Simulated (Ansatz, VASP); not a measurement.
## Two plane-wave programs on TiTe2

File INCAR:

```
PREC     = Accurate       # precision mode
ENCUT    = 600            # plane-wave cutoff, eV
EDIFF    = 1E-7           # SCF threshold, eV
ISMEAR   = 0              # smearing method
SIGMA    = 0.1            # smearing width, eV
LREAL    = False          # projectors in reciprocal space
LASPH    = True           # aspherical terms in the spheres
NELM     = 100            # most SCF steps
ALGO     = Normal         # electronic algorithm
ISIF     = 3              # what is computed and relaxed
LWAVE    = False          # write WAVECAR
LCHARG   = False          # write CHGCAR
GGA      = PE             # functional
IVDW     = 12             # dispersion correction
IBRION   = 2              # ionic algorithm
NSW      = 100            # ionic steps
EDIFFG   = -0.002         # ionic threshold
```

Contents of KPOINTS:

```
regular mesh
0
Gamma
  15 15 8
```

POSCAR

```
TiTe2
1.0
    3.7770000000      0.0000000000      0.0000000000
   -1.8885000000      3.2709779501      0.0000000000
    0.0000000000      0.0000000000      6.4980000000
Ti Te
1 2
Direct
    0.0000000000      0.0000000000      0.0000000000
    0.6666666667      0.3333333333      0.2628000000
    0.3333333333      0.6666666667      0.7372000000
```

Input for Ansatz:

```yaml
crystal:
  lattice:
    - [3.777, 0.0, 0.0]
    - [-1.8885, 3.2709779501, 0.0]
    - [0.0, 0.0, 6.498]
  atoms:
    - { symbol: Ti, position: [0.0, 0.0, 0.0] }
    - { symbol: Te, position: [0.6666666667, 0.3333333333, 0.2628] }
    - { symbol: Te, position: [0.3333333333, 0.6666666667, 0.7372] }
basis:
  ecutwfc: 600.0
kpoints:
  mp_grid: { grid: [15, 15, 8] }
hamiltonian:
  xc: pbe
  dispersion: d3bj
scf:
  occupations: { method: gaussian, width: 0.1 }
output:
  forces: true
  stress: true
  eigenvalues: true
  write_density: true
  write_potential: true
  elf: true
  volumetric_format: npy
relax:
  adjacent_minimum: "off"
  f_tol: 0.002
  max_steps: 80
  cell: { stress_tol: 0.02 }
```

Alike in both runs: task relaxation of cell and atoms; functional PBE; dispersion D3(BJ); k mesh 15 × 15 × 8; occupations gaussian, width 0.1 eV; no spin polarisation.

|  | VASP | Ansatz |
| --- | --- | --- |
| version | VASP 6.6.1 | Ansatz 0.2.0 |
| potentials or method | VASP PAW PBE potentials, release 64 (Ti_sv, Te), cutoff 600 eV | scalar-relativistic, plane waves, PAW |
| valence electrons in the cell | 24 | 44 |

Ansatz gave:

```
gap on the k mesh at the Fermi level, each at its own relaxed structure (eV) : none
relaxed volume (Å³/atom)                                                     : 25.19
relaxed length of the cell vector where the two differ most in proportion (Å)              : 6.384
```

Which values does VASP return?

gap on the k mesh at the Fermi level, each at its own relaxed structure (eV): none; relaxed volume (Å³/atom): 25.15; relaxed length of the cell vector where the two differ most in proportion (Å): 6.379.

A gap of «none» marks a metal or a gap that the smearing closes. VASP's potentials hold 24 valence electrons a cell and Ansatz's 44, so a difference there can come from the potentials and not from the codes.

Spin-orbit coupling is off throughout.
